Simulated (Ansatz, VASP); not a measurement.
**LaScF in VASP and in Ansatz**

```xyz
3
Lattice="3.3562 0.0000 0.0000 0.0000 3.3562 0.0000 0.0000 0.0000 5.5575" Properties=species:S:1:pos:R:3 pbc="T T T"
La    0.0000    0.0000    2.7787
Sc    1.6781    1.6781    0.0000
F     0.0000    0.0000    0.0000
```

Alike in both runs: task relaxation of cell and atoms; functional PBE; k mesh 6 × 6 × 4; occupations gaussian, width 0.1 eV; no spin polarisation.

|  | VASP | Ansatz |
| --- | --- | --- |
| version | VASP 6.6.1 | Ansatz 0.2.0 |
| potentials or method | VASP PAW PBE potentials, release 64 (La, Sc_sv, F), cutoff 600 eV | scalar-relativistic, plane waves, PAW |
| valence electrons in the cell | 29 | 29 |

|  | VASP | Ansatz | Ansatz less VASP |
| --- | --- | --- | --- |
| gap on the k mesh at the Fermi level, each at its own relaxed structure (eV) | none | none | - |
| relaxed volume (Å³/atom) | 21.29 | 21.28 | -0.013 |
| relaxed cell length with the largest relative difference (Å) | 5.588 | 5.606 | +0.0179 |

A gap of «none» marks a metal or a gap that the smearing closes.

Spin-orbit coupling is off throughout.
